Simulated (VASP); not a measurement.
# Cu: relaxation of cell and atoms with PBE

Crystal: Cu.

```
CELL_PARAMETERS angstrom
2.53410 0.00000 0.00000
-1.26705 2.19459 0.00000
0.00000 0.00000 4.11257
ATOMIC_POSITIONS crystal
Cu 0.66667 0.33333 0.75000
Cu 0.33333 0.66667 0.25000
```

```yaml
Program: VASP 6.6.1
Task: relaxation of cell and atoms
Functional: PBE
Potentials_or_basis: VASP PAW PBE potentials, release 64 (Cu)
Cutoff: 600 eV
k_mesh: 12 × 12 × 7
Occupations: fermi-dirac, width 0.05 eV
Spin: no spin polarisation
Dipole_correction: no
Further_INCAR_settings: ALGO = Normal; EDIFF = 1e-06; IBRION = 2; EDIFFG = -0.01; NSW = 60; ISIF = 3
```

* Relaxed volume: 12.03 Å³/atom
* Relaxed cell: a = 2.577 Å, b = 2.577 Å, c = 4.185 Å, α = 90.00°, β = 90.00°, γ = 120.00°
* Space group after relaxing (to 0.05 Å): P6_3/mmc (No. 194)
* Energy gained by relaxing: 14.2 meV/atom
* Ionic steps: 3
* Pressure after relaxing: 0.1 GPa
* Band gap on the k mesh: zero (band 11 reaches 11.28 eV, above the bottom of band 12 at 5.50 eV)

Stress tensor (GPa, compression positive):
```
 0.12  0.00  0.00
 0.00  0.12  0.00
 0.00  0.00 -0.02
```

Step by step:
| step | energy change (eV) | largest force (eV/Å) | pressure (GPa) | volume (Å³) |
| --- | --- | --- | --- | --- |
| 1 | 0.0000 | 0.0000 | 8.14 | 22.87 |
| 2 | -0.0185 | 0.0000 | -4.00 | 24.85 |
| 3 | -0.0283 | 0.0000 | 0.07 | 24.07 |

Final structure:
```
CELL_PARAMETERS angstrom
2.57690 0.00000 0.00000
-1.28845 2.23166 0.00000
0.00000 0.00000 4.18498
ATOMIC_POSITIONS crystal
Cu 0.66667 0.33333 0.75000
Cu 0.33333 0.66667 0.25000
```

Levels at points of the mesh, in eV from the Fermi level:
```tsv
k point	band 8	band 9	band 10	band 11	band 12	band 13	band 14	band 15
(0.00, 0.00, 0.00)	-2.41	-2.41	-1.67	-1.67	-0.86	3.78	21.17	21.38
(0.50, 0.00, 0.00)	-1.58	-1.53	-1.48	0.04	1.54	7.74	8.10	10.62
```

Run time: 92 s on 1 thread of AMD EPYC 7R13 (shared host), peak memory 0.13 GiB.
